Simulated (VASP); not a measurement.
Rb, 1 atom in the cell. The structure is cubic, space group Pm-3m (No. 221). Conventional cell: a = 4.965 Å, b = 4.965 Å, c = 4.965 Å, α = 90.00°, β = 90.00°, γ = 90.00°. This isn't the form of Rb at room conditions, which is bcc.

- Program: VASP 6.6.1
- Task: single point
- Functional: RPBE
- Potentials or basis: VASP PAW PBE potentials, release 64 (Rb_sv)
- Cutoff: 520 eV
- k mesh: 8 × 8 × 8
- Occupations: fermi-dirac, width 0.1 eV
- Spin: no spin polarisation
- Dipole correction: no
- Further INCAR settings: ALGO = Normal; EDIFF = 1e-07; NBANDS = 10

Potentials or basis: VASP PAW PBE potentials, release 64 (Rb_sv).

The run is started by

```console
$ cat potpaw_PBE.64/Rb_sv/POTCAR > POTCAR
$ mpirun -np 1 vasp_std > vasp.out
```

Hardware: 1 thread of Intel(R) Xeon(R) Platinum 8488C (Sapphire Rapids) (shared host).

Problem. How long does it take, and how much memory?

Solution. Run time: 36 s on 1 thread of Intel(R) Xeon(R) Platinum 8488C (Sapphire Rapids) (shared host), peak memory 0.24 GiB. Counts: scf iterations 13, k points 35.
